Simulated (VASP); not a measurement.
Write the native input for VASP 6.6.1 that does the following.

```yaml
Task: single point
Functional: PBE
Potentials_or_basis: VASP PAW PBE potentials, release 64 (Hf_pv, Se, S)
Cutoff: 520 eV
k_mesh: 4 × 4 × 4
Occupations: gaussian, width 0.1 eV
Spin: no spin polarisation
Dipole_correction: no
Further_INCAR_settings: ALGO = Normal; EDIFF = 1e-06; NBANDS = 29
```

The structure of HfSeS4 lies in POSCAR:

```
HfSeS4
1.0
    0.0000000000      4.1515424200      4.1515424200
    4.1515424200      0.0000000000      4.1515424200
    4.1515424200      4.1515424200      0.0000000000
Hf Se S
1 1 4
Direct
    0.0000000000      0.0000000000      0.0000000000
    0.7500000000      0.7500000000      0.7500000000
    0.8746559600      0.3751146800      0.3751146800
    0.3751146800      0.3751146800      0.3751146800
    0.3751146800      0.8746559600      0.3751146800
    0.3751146800      0.3751146800      0.8746559600
```

The input as run:

INCAR

```
SYSTEM = HfSeS4
ALGO = Normal
EDIFF = 1E-6
ENCUT = 520
GGA = PE
ISIF = 2
ISMEAR = 0
LASPH = .TRUE.
LCHARG = .TRUE.
LELF = .TRUE.
LREAL = .FALSE.
LVHAR = .TRUE.
LWAVE = .FALSE.
NBANDS = 29
NELM = 100
PREC = Accurate
SIGMA = 0.1
```

KPOINTS

```
k-points
0
G
  4 4 4
  0 0 0
```

Potentials or basis: VASP PAW PBE potentials, release 64 (Hf_pv, Se, S).

Run with:

```bash
$ cat potpaw_PBE.64/Hf_pv/POTCAR potpaw_PBE.64/Se/POTCAR potpaw_PBE.64/S/POTCAR > POTCAR
$ mpirun -np 1 vasp_std > vasp.out
```

It gave:

The pressure is -14.8 GPa and the largest force is 0.197 eV/Å. The band gap on the k mesh is zero (band 20 reaches 4.23 eV, above the bottom of band 21 at 3.11 eV).

Caveat: spin-orbit coupling is left out, which moves the levels of the heavy elements.

It took 34 s on 1 thread of Intel(R) Xeon(R) 6975P-C (Granite Rapids), with other jobs on the host, peak memory 0.32 GiB.
